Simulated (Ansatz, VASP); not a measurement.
**Sn in VASP and in Ansatz**

File INCAR:

```
ALGO = Normal
EDIFF = 1E-8
ENCUT = 520
GGA = PS
ISIF = 2
ISMEAR = -1
LASPH = True
LCHARG = False
LEFG = True
LREAL = False
LWAVE = False
NBANDS = 21
NELM = 60
PREC = Accurate
SIGMA = 0.05
```

The input KPOINTS:

```
k-points
0
Gamma
  11 11 11
```

File POSCAR:

```
Sn
1.0
    0.0000000000      3.2017351634      3.2017351634
    3.2017351634      0.0000000000      3.2017351634
    3.2017351634      3.2017351634      0.0000000000
Sn
2
Direct
    0.5000000000      0.5000000000      0.5000000000
    0.7500000000      0.7500000000      0.7500000000
```

Input for Ansatz:

```yaml
crystal:
  lattice:
    - [0.0, 3.2017351634, 3.2017351634]
    - [3.2017351634, 0.0, 3.2017351634]
    - [3.2017351634, 3.2017351634, 0.0]
  atoms:
    - { symbol: Sn, position: [0.5, 0.5, 0.5] }
    - { symbol: Sn, position: [0.75, 0.75, 0.75] }
kpoints:
  mp_grid: { grid: [11, 11, 11] }
scf:
  occupations: { method: fermi_dirac, width: 0.05 }
hamiltonian:
  xc: pbesol
  pseudopotentials: { kind: all_electron, datasets: crystal }
output:
  forces: true
  stress: true
  eigenvalues: true
  efg: { contact_densities: true }
```

Change from the starting cell: volume scaled by 0.96, crystal datasets.

Alike in both runs: task electric field gradients; functional PBEsol; k mesh 11 × 11 × 11; occupations fermi-dirac, width 0.05 eV; no spin polarisation.

```csv
,VASP,Ansatz
version,VASP 6.6.1,Ansatz 0.2.0
potentials or method,"VASP PAW PBE potentials, release 64 (Sn_d), cutoff 520 eV","all-electron PAW with datasets made for the crystal, scalar-relativistic"
```

```csv
,VASP,Ansatz,Ansatz less VASP
pressure (GPa),3.0,3.1,+0.07
```

VASP's potentials were made for PBE, not for PBEsol. Ansatz ran all-electron here, and VASP with PAW potentials.
